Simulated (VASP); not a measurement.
A run of VASP 6.6.1:

Contents of INCAR:

```
SYSTEM = O
ALGO = Normal
EDIFF = 1E-6
ENCUT = 600
GGA = PS
GGA_COMPAT = .FALSE.
ISIF = 2
ISMEAR = -1
LASPH = .TRUE.
LCHARG = .FALSE.
LREAL = .FALSE.
LWAVE = .FALSE.
NBANDS = 13
NELM = 120
PREC = Accurate
SIGMA = 0.1
```

File KPOINTS:

```
k-points
0
G
  5 5 5
  0 0 0
```

The input POSCAR:

```
O
1.0
    1.4233500000      0.8217720000      3.4083000000
   -1.4233500000      0.8217720000      3.4083000000
    0.0000000000     -1.6435430000      3.4083000000
O
2
Direct
    0.0577000000      0.0577000000      0.0577000000
    0.9423000000      0.9523000000      0.9423000000
```

Potentials or basis: VASP PAW PBE potentials, release 64 (O).

Command:

```sh
$ cat potpaw_PBE.64/O/POTCAR > POTCAR
$ mpirun -np 1 vasp_std > vasp.out
```

Hardware: 1 thread of Intel(R) Xeon(R) 6975P-C (Granite Rapids), on a shared host.

**Question.** How long does it take, and how much memory?

**Answer.** It took 8.1 s on 1 thread of Intel(R) Xeon(R) 6975P-C (Granite Rapids) (shared host), peak memory 0.16 GiB. Counts: scf iterations 12, k points 39.
